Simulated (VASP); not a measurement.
Runs of VASP 6.6.1 on PbS. The structure is orthorhombic, space group Cmc2_1 (No. 36). The conventional cell has a = 4.114 Å, b = 7.132 Å, c = 7.560 Å, α = 90.00°, β = 90.00°, γ = 90.00°. Pb (site symmetry m) has 6 S at 2.84 to 3.26 Å and 2 Pb at 3.78 Å within 3.8 Å. Within 3.7 Å of S (site symmetry m) lie 6 Pb at 2.84 to 3.26 Å. 

| k mesh | gap on the mesh (eV) | pressure (GPa) | largest force (eV/Å) |
| --- | --- | --- | --- |
| 2 × 2 × 1 | 0.44 | (a) | 1.10 |
| 6 × 6 × 3 | (b) | -1.8 | 0.01 |
| 3 × 3 × 2 | 0.77 | -1.9 | 0.12 |
| 5 × 5 × 3 | 0.72 | -1.9 | 0.01 |

Alike in all rows: task single point; level PBEsol; potentials or basis VASP PAW PBE potentials, release 64 (Pb_d, S); no spin polarisation; cell as given; cutoff (eV) 520; smearing gaussian 0.01 eV.

Q: Fill in the values left out.

A: (a) 0.3; (b) 0.40.

Caveats: some runs use coarse meshes; the PAW data sets were made with another functional, which shifts forces and pressure a little; spin-orbit coupling is left out, which moves the levels of the heavy elements; an odd mesh through Γ misses points on the zone boundary, where band edges can lie.

A k mesh can miss the band edges, and the runs leave out spin-orbit coupling on Pb.
